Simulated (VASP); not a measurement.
The system is TiN.

```xyz
2
Lattice="0.0000 2.0946 2.0946 2.0946 0.0000 2.0946 2.0946 2.0946 0.0000" Properties=species:S:1:pos:R:3 pbc="T T T"
Ti    0.0000    0.0000    0.0000
N     2.0946    2.0946    2.0946
```

Base run:

| Item | Value |
| --- | --- |
| Program | VASP 6.6.1 |
| Functional | PBE |
| Potentials or basis | VASP PAW PBE potentials, release 64 (Ti_sv, N) |
| Cutoff | 520 eV |
| k mesh | 20 × 20 × 20 |
| Occupations | gaussian, width 0.15 eV |
| Spin | collinear spin |
| Starting moments | [1.0, 0.0] μB |
| Fixed moment | 1 μB |

Its results: pressure 21.8 GPa; site moments Ti +0.75; N +0.06 μB.

**Question.** The run is repeated on the same cell with these changes: fixed moment from 1 μB to 0.125 μB; moments at the start from [1.0, 0.0] to [0.12, 0.0]. What comes out?

**Answer.** Pressure 13.0 GPa; site moments Ti +0.10; N +0.01 μB.

Caveats: the cell stands under pressure; the total moment is fixed, so each spin has its own Fermi level.
